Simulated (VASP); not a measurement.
# C: single point with PBE

Crystal: C.

```
C
1.0
     4.27011    0.00000    0.00000
     0.00000    2.46807    0.00000
     0.00000    0.00000    8.04083
C
8
Direct
  0.33335 0.25000 0.25000
  0.83335 0.75000 0.25000
  0.66665 0.25000 0.25000
  0.16665 0.25000 0.75000
  0.16665 0.75000 0.25000
  0.83335 0.25000 0.75000
  0.33335 0.75000 0.75000
  0.66665 0.75000 0.75000
```

The cell was built from a structure type or drawn by symmetry, and may not be a known phase.

```yaml
Program: VASP 6.6.1
Task: single point
Functional: PBE
Potentials_or_basis: VASP PAW PBE potentials, release 64 (C)
Cutoff: 520 eV
k_mesh: 4 × 8 × 4
Occupations: gaussian, width 0.1 eV
Spin: no spin polarisation
```

- Pressure: 0.5 GPa

Forces in eV/Å, atoms in the order of the input:
```
C   -0.002  0.000  0.000
C   -0.002  0.000  0.000
C    0.002  0.000  0.000
C    0.002  0.000  0.000
C    0.002  0.000  0.000
C   -0.002  0.000  0.000
C   -0.002  0.000  0.000
C    0.002  0.000  0.000
```

Stress tensor (GPa, compression positive):
```
0.56 0.00 0.00
0.00 0.55 0.00
0.00 0.00 0.26
```

Wall time 53 s on 1 thread of Intel(R) Xeon(R) Platinum 8259CL CPU @ 2.50GHz (Skylake/Cascade Lake), with other jobs on the host, peak memory 0.21 GiB.

Caveat: this functional lacks dispersion, which binds the layers, so the pressure and a relaxed spacing across them are unreliable.
